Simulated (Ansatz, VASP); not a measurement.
# MnS: VASP beside Ansatz

```
CELL_PARAMETERS angstrom
0.00000 2.55133 2.55133
2.55133 0.00000 2.55133
2.55133 2.55133 0.00000
ATOMIC_POSITIONS crystal
Mn 0.00000 0.00000 0.00000
S 0.50000 0.50000 0.50000
```

Alike in both runs: task single point; functional PBE; dispersion D3(BJ); k mesh 9 × 9 × 9; occupations fermi-dirac, width 0.05 eV; collinear spin.

```csv
,VASP,Ansatz
version,VASP 6.6.1,Ansatz 0.2.0
potentials or method,"VASP PAW PBE potentials, release 64 (Mn_pv, S)",Ansatz PAW
plane-wave cutoff (eV),520,420
valence electrons in the cell,19,21
```

Ansatz gave:

- gap on the k mesh at the Fermi level (eV): none
- pressure (GPa): -3.9
- net moment per atom (μB): 2.27
- size of the moment on the site where the two differ most (μB): 4.06

**Question.** Which values does VASP return?

**Answer.** gap on the k mesh at the Fermi level (eV): none; pressure (GPa): -3.9; net moment per atom (μB): 2.27; size of the moment on the site where the two differ most (μB): 4.13.

Site moments also hang on the region over which each program counts them. A gap of «none» marks a metal or a gap that the smearing closes. VASP's potentials hold 19 valence electrons a cell and Ansatz's 21, so a difference there can come from the potentials and not from the codes.
